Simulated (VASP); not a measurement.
Crystal: BeS.

```
Be S
1.0
     0.00000    2.31730    2.31730
     2.31730    0.00000    2.31730
     2.31730    2.31730    0.00000
Be S
1 1
Direct
  0.00000 0.00000 0.00000
  0.50000 0.50000 0.50000
```

Program: VASP 6.6.1. Alike in all runs: potentials or basis VASP PAW PBE potentials, release 64 (Be, S); no spin polarisation; cell as given; cutoff (eV) 520; smearing gaussian 0.01 eV.

Question: Order these runs on this cell by their band gap on the k mesh, lowest first.
A. level PBE; k mesh 8 × 8 × 8
B. level r2SCAN; k mesh 8 × 8 × 8
C. level r2SCAN0; k mesh 6 × 6 × 6; grid for exact exchange (PRECFOCK) Normal; share of exact exchange 0.25
D. level PBE0; k mesh 6 × 6 × 6; grid for exact exchange (PRECFOCK) Normal; share of exact exchange 0.25
E. level HSE06; k mesh 6 × 6 × 6; grid for exact exchange (PRECFOCK) Normal; share of exact exchange 0.25; screening parameter 0.2079 1/Å

Answer: A (1.00 eV), B (1.35 eV), E (1.74 eV), D (2.47 eV), C (2.72 eV).

A k mesh can miss the band edges.
